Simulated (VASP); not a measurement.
A run of VASP 6.6.1:

Contents of INCAR:

```
  PREC = Accurate
  ENCUT = 520
  EDIFF = 1E-6
  ISMEAR = 0
  SIGMA = 0.02
  LREAL = F
  LASPH = T
  NELM = 100
  ALGO = Normal
  ISIF = 2
  LWAVE = F
  LCHARG = F
  GGA = PS
  NBANDS = 26
```

Contents of KPOINTS:

```
regular mesh
0
Gamma
  8 8 6
```

The input POSCAR:

```
ZnSe
1.0
    2.9856210983      2.9856210983      0.0000000000
   -2.9856210983      2.9856210983      0.0000000000
    0.0000000000      0.0000000000      5.9712421965
Zn Se
2 2
Direct
    0.0000000000      0.0000000000      0.0000000000
    0.5000000000      0.5000000000      0.5000000000
    0.5000000000      0.0000000000      0.2500000000
    0.0000000000      0.5000000000      0.7500000000
```

Potentials or basis: VASP PAW PBE potentials, release 64 (Zn, Se).

Launch:

```sh
$ cat potpaw_PBE.64/Zn/POTCAR potpaw_PBE.64/Se/POTCAR > POTCAR
$ mpirun -np 1 vasp_std > vasp.out
```

Hardware: 1 thread of AMD EPYC 7R13, on a shared host.

Q: Estimate the wall time of this run.

A: Wall time 2.8 min on 1 thread of AMD EPYC 7R13, on a shared host, peak memory 0.27 GiB. Counts: scf iterations 13, k points 60.
